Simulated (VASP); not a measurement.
# LiH (Pm-3m) in VASP: further runs

LiH is run at these levels: PBE; tasks: single point, relaxation of cell and atoms.

Everything below comes from runs of VASP 6.6.1. Logs are shortened: lines on timing, memory, paths and dates and some standing lists are left out, and cuts for length are marked.

**1. The cell of the first run**

It takes space group Pm-3m (No. 221, cubic). The conventional cell has a = 2.591 Å, b = 2.591 Å, c = 2.591 Å, α = 90.00°, β = 90.00°, γ = 90.00°. Li (site symmetry m-3m) has 8 H at 2.24 Å and 6 Li at 2.59 Å within 3.0 Å. H (site symmetry m-3m) has 8 Li at 2.24 Å and 6 H at 2.59 Å within 3.0 Å.

**2. Single point, PBE**

File INCAR:

```
PREC = Accurate ; ENCUT = 520
EDIFF = 1E-7 ; ISMEAR = 0
SIGMA = 0.1 ; LREAL = False
LASPH = True ; NELM = 80
ALGO = Normal ; ISIF = 2
LWAVE = False ; LCHARG = False
GGA = PE ; NBANDS = 9
```

File KPOINTS:

```
regular mesh
0
Gamma
  6 6 6
```

File POSCAR:

```
LiH
1.0
    2.5906088800      0.0000000000      0.0000000000
    0.0000000000      2.5906088800      0.0000000000
    0.0000000000      0.0000000000      2.5906088800
Li H
1 1
Direct
    0.0000000000      0.0000000000      0.0000000000
    0.5000000000      0.5000000000      0.5000000000
```

Potentials or basis: VASP PAW PBE potentials, release 64 (Li_sv, H).

Launch:

```sh
cat potpaw_PBE.64/Li_sv/POTCAR potpaw_PBE.64/H/POTCAR > POTCAR
mpirun -np 1 vasp_std > vasp.out
```

OUTCAR:

```text
PREC = Accurate
   ENCUT = 520
   EDIFF = 1E-7
   ISMEAR = 0
   LREAL = False
   LASPH = True
   NELM = 80
   ISIF = 2
   GGA = PE

 ion  position               nearest neighbor table
   1  0.000  0.000  0.000-
   2  0.500  0.500  0.500-

  LATTYP: Found a simple cubic cell.
 ALAT       =     2.5906088800

  Lattice vectors:

 A1 = (   2.5906088800,   0.0000000000,   0.0000000000)
 A2 = (   0.0000000000,   2.5906088800,   0.0000000000)
 A3 = (   0.0000000000,   0.0000000000,   2.5906088800)

Analysis of symmetry for initial positions (statically):
=====================================================================
 Subroutine PRICEL returns:
 Original cell was already a primitive cell.

 Routine SETGRP: Setting up the symmetry group for a
 simple cubic supercell.

 Subroutine GETGRP returns: Found 48 space group operations
 (whereof 48 operations were pure point group operations)
 out of a pool of 48 trial point group operations.

The static configuration has the point symmetry O_h .

Analysis of symmetry for dynamics (positions and initial velocities):
=====================================================================
 Subroutine PRICEL returns:
 Original cell was already a primitive cell.

 Routine SETGRP: Setting up the symmetry group for a
 simple cubic supercell.

 Subroutine GETGRP returns: Found 48 space group operations
 (whereof 48 operations were pure point group operations)
 out of a pool of 48 trial point group operations.

The dynamic configuration has the point symmetry O_h .

 Subroutine INISYM returns: Found 48 space group operations
 (whereof 48 operations are pure point group operations),
 and found     1 'primitive' translations

----------------------------------------------------------------------------------------

                                     Primitive cell

  volume of cell :      17.3862

  direct lattice vectors                    reciprocal lattice vectors
     2.590608880  0.000000000  0.000000000     0.386009640  0.000000000  0.000000000
     0.000000000  2.590608880  0.000000000     0.000000000  0.386009640  0.000000000
     0.000000000  0.000000000  2.590608880     0.000000000  0.000000000  0.386009640

  length of vectors
     2.590608880  2.590608880  2.590608880     0.386009640  0.386009640  0.386009640

[... 76 lines left out ...]
   LREAL  =      F    real-space projection
   EDIFFG = 0.1E-05   stopping-criterion for IOM
   NSW    =      0    number of steps for IOM
   IBRION =     -1    ionic relax: 0-MD 1-quasi-New 2-CG
   NFREE  =      0    steps in history (QN), initial steepest desc. (CG)
   ISIF   =      2    stress and relaxation
   ISYM   =      2    0-nonsym 1-usesym 2-fastsym
   POTIM  = 0.5000    time-step for ionic-motion
   TEBEG  =    0.0;   TEEND  =   0.0 temperature during run
   PSTRESS=    0.0 pullay stress
   NELECT =       4.0000    total number of electrons
   NUPDOWN=      -1.0000    fix difference up-down
   EMIN   =  10.00;   EMAX   =-10.00  energy-range for DOS
   EFERMI =   0.00;   METHOD = LEGACY
   ISMEAR =     0;   SIGMA  =   0.10  broadening in eV -4-tet -1-fermi 0-gaus
   EFERMI_NEDOS =   21; number of points for ismear=-14 and -15
   IALGO  =     38    algorithm
   IMIX   =      4    mixing-type and parameters
     AMIX     =   0.40;   BMIX     =  1.00
     AMIX_MAG =   1.60;   BMIX_MAG =  1.00
  volume/ion in A,a.u.               =       8.69        58.66
  Fermi-wavevector in a.u.,A,eV,Ry     =   1.003136  1.895651 13.691285  1.006281
  Thomas-Fermi vector in A             =   2.135668
   LORBIT       =      0    0 simple, 1 ext, 2 COOP (PROOUT), +10 PAW based schemes
   GGA     = PE    functional components
   LHFCALC =     F    Hartree Fock is set to
   AEXX    =    0.0000 exact exchange contribution
   IVDW    =     0    specifies the selected vdW correction
   LEPSILON=     F    determine dielectric tensor
   LRPA    =     F    only Hartree local field effects (RPA)
 non-spin polarized calculation
 Gauss-broadening in eV      SIGMA  =   0.10
  energy-cutoff  :      520.00
  volume of cell :       17.39
 maximum number of plane-waves:       484
 NGX is ok and might be reduce to    20
   NGX =  9   NGY =  9   NGZ =  9

 number of electron       3.9999994 magnetization

 Free energy of the ion-electron system (eV)
  ---------------------------------------------------
  ext. energy  EPLUGINS =         0.00000000
  ---------------------------------------------------
  free energy    TOTEN  =        -5.63624648 eV

  energy without entropy =       -5.63624648  energy(sigma->0) =       -5.63624648

 E-fermi :   3.1874     XC(G=0):  -8.3223

 val. band max:        2.8175909735   @ k =   0.5000   0.5000   0.5000
 cond. band min:       3.5701074699   @ k =   0.5000   0.0000   0.0000
 fundamental gap:      0.7525164964
 Fermi energy:         3.1874104948

 k-point     1 :       0.0000    0.0000    0.0000
  band No.  band energies     occupation
      1     -45.1493      2.00000
      2      -5.3423      2.00000
      3      14.2110      0.00000
      4      14.2110      0.00000
      5      14.2110      0.00000
      6      14.2660      0.00000
      7      17.2401      0.00000
      8      17.2401      0.00000
      9      32.5498      0.00000
[... 217 lines left out ...]
 k-point    20 :       0.5000    0.5000    0.5000
  band No.  band energies     occupation
      1     -45.0475      2.00000
      2       2.8176      2.00000
      3       9.0433      0.00000
      4       9.0433      0.00000
      5       9.0433      0.00000
      6      11.3330      0.00000
      7      11.3330      0.00000
      8      11.3330      0.00000
      9      22.4458      0.00000

------------------------ aborting loop because EDIFF is reached ----------------------------------------

  FORCE on cell =-STRESS in cart. coord.  units (eV):
  Direction    XX          YY          ZZ          XY          YZ          ZX
  --------------------------------------------------------------------------------------
  -------------------------------------------------------------------------------------
  Total       -0.3252700     -0.3252700     -0.3252700      0.0000000      0.0000000      0.0000000
  in kB      -29.9742969    -29.9742969    -29.9742969      0.0000000      0.0000000      0.0000000
  external PRESSURE =     -29.9742969 kB  Pullay stress =       0.0000000 kB

 VOLUME and BASIS-vectors are now :
 -----------------------------------------------------------------------------
  energy-cutoff  :      520.00
  volume of cell :       17.39
      direct lattice vectors                 reciprocal lattice vectors
     2.590608880  0.000000000  0.000000000     0.386009640  0.000000000  0.000000000
     0.000000000  2.590608880  0.000000000     0.000000000  0.386009640  0.000000000
     0.000000000  0.000000000  2.590608880     0.000000000  0.000000000  0.386009640

 POSITION                                       TOTAL-FORCE (eV/Angst)
 -----------------------------------------------------------------------------------
      0.00000      0.00000      0.00000         0.000000      0.000000      0.000000
      1.29530      1.29530      1.29530         0.000000      0.000000      0.000000
 -----------------------------------------------------------------------------------
    total drift:                                0.000000      0.000000      0.000000

  FREE ENERGIE OF THE ION-ELECTRON SYSTEM (eV)
  ---------------------------------------------------
  free  energy   TOTEN  =        -5.6362464765 eV

  energy  without entropy=       -5.6362464759  energy(sigma->0) =       -5.63624648
```

OSZICAR:

```text
N       E                     dE             d eps       ncg     rms          rms(c)
DAV:   1    -0.133908284760E+01   -0.13391E+01   -0.14507E+03   368   0.383E+02
DAV:   2    -0.582536656163E+01   -0.44863E+01   -0.44433E+01   511   0.557E+01
DAV:   3    -0.589869277840E+01   -0.73326E-01   -0.73292E-01   432   0.553E+00
DAV:   4    -0.589925392571E+01   -0.56115E-03   -0.56112E-03   454   0.408E-01
DAV:   5    -0.589925788760E+01   -0.39619E-05   -0.39619E-05   426   0.266E-02    0.279E+00
DAV:   6    -0.570198359363E+01    0.19727E+00   -0.17474E-01   406   0.122E+00    0.138E+00
DAV:   7    -0.563503039059E+01    0.66953E-01   -0.21726E-01   394   0.149E+00    0.226E-01
DAV:   8    -0.563630079871E+01   -0.12704E-02   -0.43571E-03   430   0.446E-01    0.468E-02
DAV:   9    -0.563624708696E+01    0.53712E-04   -0.24428E-04   457   0.532E-02    0.766E-03
DAV:  10    -0.563624646139E+01    0.62557E-06   -0.75681E-06   408   0.204E-02    0.299E-03
DAV:  11    -0.563624647652E+01   -0.15137E-07   -0.16098E-07   479   0.261E-03
   1 F= -.56362465E+01 E0= -.56362465E+01  d E =-.641732E-09
```

stdout:

```text
POSCAR found type information on POSCAR LiH
 POSCAR found :  2 types and       2 ions
 scaLAPACK will be used
 LDA part: xc-table for (Slater+PW92), standard interpolation
 POSCAR, INCAR and KPOINTS ok, starting setup
 FFT: planning ... GRIDC
 FFT: planning ... GRID_SOFT
 FFT: planning ... GRID
 WAVECAR not read
 entering main loop
```

Wall time 4.7 s (1 thread of Intel Xeon 8259CL, shared host); peak memory 0.12 GiB.

Results:

* Free energy: -5.6362 eV
* Band gap on the k mesh: 0.75 eV, indirect (least direct gap 4.12 eV)

Levels at points of the mesh, in eV from the valence-band top:
| k point | band 1 | band 2 | band 3 | band 4 | band 5 | band 6 | band 7 |
| --- | --- | --- | --- | --- | --- | --- | --- |
| (0.00, 0.00, 0.00) | -47.97 | -8.16 | 11.39 | 11.39 | 11.39 | 11.45 | 14.42 |
| (0.50, 0.00, 0.00) | -47.93 | -5.97 | 0.75 | 10.67 | 15.34 | 15.34 | 18.80 |
| (0.50, 0.50, 0.00) | -47.90 | -2.40 | 1.72 | 1.72 | 8.46 | 18.28 | 19.55 |
| (0.50, 0.50, 0.50) | -47.87 | 0.00 | 6.23 | 6.23 | 6.23 | 8.52 | 8.52 |

Caveat: the cutoff is under 1.25 times the usual one of these potentials, so pressure, stress and relaxed cells hold a basis-set (Pulay) error. A k mesh can miss the band edges.

**3. Single point, PBE**

This run uses another cell than the first one, of 7.88 Å³/atom, 0.906 times its volume.

File INCAR:

```
ALGO = Normal
EDIFF = 1E-6
ENCUT = 520
GGA = PE
ISIF = 2
ISMEAR = 0
LASPH = T
LCHARG = F
LREAL = F
LWAVE = F
NBANDS = 9
NELM = 80
PREC = Accurate
SIGMA = 0.02
```

File KPOINTS:

```
k-points
0
Gamma
  10 10 10
```

File POSCAR:

```
LiH
1.0
    2.5071185326      0.0000000000      0.0000000000
    0.0000000000      2.5071185326      0.0000000000
    0.0000000000      0.0000000000      2.5071185326
Li H
1 1
Direct
    0.0000000000      0.0000000000      0.0000000000
    0.5000000000      0.5000000000      0.5000000000
```

Potentials or basis: VASP PAW PBE potentials, release 64 (Li_sv, H).

Launch:

```sh
cat potpaw_PBE.64/Li_sv/POTCAR potpaw_PBE.64/H/POTCAR > POTCAR
mpirun -np 1 vasp_std > vasp.out
```

OUTCAR:

```text
EDIFF = 1E-6
   ENCUT = 520
   GGA = PE
   ISIF = 2
   ISMEAR = 0
   LASPH = T
   LREAL = F
   NELM = 80
   PREC = Accurate

 ion  position               nearest neighbor table
   1  0.000  0.000  0.000-
   2  0.500  0.500  0.500-

  LATTYP: Found a simple cubic cell.
 ALAT       =     2.5071185326

  Lattice vectors:

 A1 = (   2.5071185326,   0.0000000000,   0.0000000000)
 A2 = (   0.0000000000,   2.5071185326,   0.0000000000)
 A3 = (   0.0000000000,   0.0000000000,   2.5071185326)

Analysis of symmetry for initial positions (statically):
=====================================================================
 Subroutine PRICEL returns:
 Original cell was already a primitive cell.

 Routine SETGRP: Setting up the symmetry group for a
 simple cubic supercell.

 Subroutine GETGRP returns: Found 48 space group operations
 (whereof 48 operations were pure point group operations)
 out of a pool of 48 trial point group operations.

The static configuration has the point symmetry O_h .

Analysis of symmetry for dynamics (positions and initial velocities):
[... 159 lines left out ...]

 E-fermi :   3.7283     XC(G=0):  -8.6383

 val. band max:        3.5011011666   @ k =   0.5000   0.5000   0.5000
 cond. band min:       4.2350877794   @ k =   0.5000   0.0000   0.0000
 fundamental gap:      0.7339866128
 Fermi energy:         3.7282911132

 k-point     1 :       0.0000    0.0000    0.0000
  band No.  band energies     occupation
      1     -44.6065      2.00000
      2      -5.2900      2.00000
      3      15.4312      0.00000
      4      15.4312      0.00000
      5      15.4312      0.00000
      6      15.9958      0.00000
      7      18.5689      0.00000
      8      18.5689      0.00000
      9      35.0799      0.00000
[... 265 lines left out ...]
 k-point    24 :       0.3000    0.1000    0.1000
  band No.  band energies     occupation
      1     -44.5630      2.00000
      2      -3.6904      2.00000
      3       7.0452      0.00000
      4      13.3886      0.00000
      5      14.5225      0.00000
      6      19.1163      0.00000
      7      23.8581      0.00000
      8      25.0338      0.00000
      9      28.0547      0.00000

 [... further k-points ...]
[... 5 lines left out ...]
  --------------------------------------------------------------------------------------
  -------------------------------------------------------------------------------------
  Total       -0.0165452     -0.0165452     -0.0165452      0.0000000      0.0000000     -0.0000000
  in kB       -1.6821196     -1.6821196     -1.6821196      0.0000000      0.0000000     -0.0000000
  external PRESSURE =      -1.6821196 kB  Pullay stress =       0.0000000 kB

 VOLUME and BASIS-vectors are now :
 -----------------------------------------------------------------------------
  energy-cutoff  :      520.00
  volume of cell :       15.76
      direct lattice vectors                 reciprocal lattice vectors
     2.507118533  0.000000000  0.000000000     0.398864269  0.000000000  0.000000000
     0.000000000  2.507118533  0.000000000     0.000000000  0.398864269  0.000000000
     0.000000000  0.000000000  2.507118533     0.000000000  0.000000000  0.398864269

 POSITION                                       TOTAL-FORCE (eV/Angst)
 -----------------------------------------------------------------------------------
      0.00000      0.00000      0.00000         0.000000      0.000000      0.000000
      1.25356      1.25356      1.25356         0.000000      0.000000      0.000000
 -----------------------------------------------------------------------------------
    total drift:                                0.000000      0.000000      0.000000

  FREE ENERGIE OF THE ION-ELECTRON SYSTEM (eV)
  ---------------------------------------------------
  free  energy   TOTEN  =        -5.6597948062 eV

  energy  without entropy=       -5.6597948062  energy(sigma->0) =       -5.65979481
```

OSZICAR:

```text
N       E                     dE             d eps       ncg     rms          rms(c)
DAV:   1    -0.228819468098E+01   -0.22882E+01   -0.14834E+03  1048   0.408E+02
DAV:   2    -0.587746809871E+01   -0.35893E+01   -0.35244E+01  1424   0.498E+01
DAV:   3    -0.592444963897E+01   -0.46982E-01   -0.46942E-01  1195   0.446E+00
DAV:   4    -0.592465235686E+01   -0.20272E-03   -0.20268E-03  1314   0.273E-01
DAV:   5    -0.592465306048E+01   -0.70362E-06   -0.70362E-06  1154   0.123E-02    0.281E+00
DAV:   6    -0.572804239847E+01    0.19661E+00   -0.16351E-01  1140   0.121E+00    0.140E+00
DAV:   7    -0.565872151902E+01    0.69321E-01   -0.21393E-01  1180   0.153E+00    0.225E-01
DAV:   8    -0.565987522790E+01   -0.11537E-02   -0.40190E-03  1196   0.426E-01    0.551E-02
DAV:   9    -0.565979498576E+01    0.80242E-04   -0.31087E-04  1312   0.580E-02    0.600E-03
DAV:  10    -0.565979480617E+01    0.17959E-06   -0.74744E-06  1092   0.202E-02
   1 F= -.56597948E+01 E0= -.56597948E+01  d E =-.102775E-60
```

Run time: 8.1 s. Hardware: 1 thread of Intel Xeon 8259CL, shared host; peak memory 0.12 GiB.

What came out:

```
Free energy            : -5.6598 eV
Band gap on the k mesh : 0.73 eV, indirect (least direct gap 4.21 eV)
```

Levels at points of the mesh, in eV from the valence-band top:
```tsv
k point	band 1	band 2	band 3	band 4	band 5
(0.00, 0.00, 0.00)	-48.11	-8.79	11.93	11.93	11.93
(0.50, 0.00, 0.00)	-48.06	-6.55	0.73	11.38	16.20
(0.50, 0.50, 0.00)	-48.01	-2.66	1.55	1.55	9.08
(0.50, 0.50, 0.50)	-47.97	0.00	6.41	6.41	6.41
```

Caveat: the cutoff is under 1.25 times the usual one of these potentials, so pressure, stress and relaxed cells hold a basis-set (Pulay) error. A hybrid or GW would open this gap; PBE tends to underestimate it.

**4. Single point, PBE**

This run uses another cell than the first one, of 7.88 Å³/atom, 0.906 times its volume.

File INCAR:

```
ALGO = Normal
EDIFF = 1E-7
ENCUT = 520
GGA = PE
ISIF = 2
ISMEAR = 0
LASPH = T
LCHARG = T
LELF = T
LREAL = F
LVHAR = T
LWAVE = F
NBANDS = 9
NELM = 80
PREC = Accurate
SIGMA = 0.02
```

File KPOINTS:

```
k-points
0
Gamma
  12 12 12
```

POSCAR is that of step 3.

Launch:

```sh
cat potpaw_PBE.64/Li_sv/POTCAR potpaw_PBE.64/H/POTCAR > POTCAR
mpirun -np 1 vasp_std > vasp.out
```

It took 14 s on 1 thread of Intel Xeon 8259CL, shared host; peak memory 0.12 GiB.

The run converged. Its results:

```
Free energy            : -5.6600 eV
Band gap on the k mesh : 0.73 eV, indirect (least direct gap 4.21 eV)
```

Levels at points of the mesh, in eV from the valence-band top:
| k point | band 1 | band 2 | band 3 | band 4 | band 5 |
| --- | --- | --- | --- | --- | --- |
| (0.00, 0.00, 0.00) | -48.11 | -8.79 | 11.93 | 11.93 | 11.93 |
| (0.50, 0.00, 0.00) | -48.05 | -6.55 | 0.73 | 11.38 | 16.20 |
| (0.50, 0.50, 0.00) | -48.01 | -2.66 | 1.55 | 1.55 | 9.08 |
| (0.50, 0.50, 0.50) | -47.96 | 0.00 | 6.41 | 6.41 | 6.41 |

Caveat: the cutoff is under 1.25 times the usual one of these potentials, so pressure, stress and relaxed cells hold a basis-set (Pulay) error. A k mesh can miss the band edges.

(Part 1 of 2 ends here.)
